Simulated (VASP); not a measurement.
**Sc: single point with PBEsol**

The system is Sc.

```xyz
1
Lattice="-1.9172 1.9172 1.7176 1.9172 -1.9172 1.7176 1.9172 1.9172 -1.7176" Properties=species:S:1:pos:R:3 pbc="T T T"
Sc    0.0000    0.0000    0.0000
```

```
Program                : VASP 6.6.1
Task                   : single point
Functional             : PBEsol
Potentials or basis    : VASP PAW PBE potentials, release 64 (Sc_sv)
Cutoff                 : 520 eV
k mesh                 : 8 × 8 × 8
Occupations            : gaussian, width 0.1 eV
Spin                   : no spin polarisation
Dipole correction      : no
Further INCAR settings : ALGO = Fast; EDIFF = 1e-07; NBANDS = 12
```

```
Pressure : -2.9 GPa
```

Stress tensor (GPa, compression positive):
```
-3.25  0.00  0.00
 0.00 -3.25  0.00
 0.00  0.00 -2.34
```

Levels at points of the mesh, in eV from the Fermi level:
| k point | band 3 | band 4 | band 5 | band 6 | band 7 | band 8 |
| --- | --- | --- | --- | --- | --- | --- |
| (0.00, 0.00, 0.00) | -27.92 | -27.89 | -5.17 | 1.02 | 1.71 | 1.71 |
| (0.50, 0.00, 0.00) | -28.05 | -27.93 | -1.68 | 0.06 | 0.66 | 2.76 |
| (0.50, 0.50, 0.00) | -27.99 | -27.91 | -1.83 | 0.09 | 0.86 | 2.27 |
| (0.50, 0.50, 0.50) | -28.20 | -28.10 | -1.25 | -1.03 | 3.76 | 3.76 |

Run time: 6.8 s on 1 thread of Intel(R) Xeon(R) 6975P-C (Granite Rapids) (shared host), peak memory 0.14 GiB.

Caveat: the PAW data sets were made with another functional, which shifts forces and pressure a little.
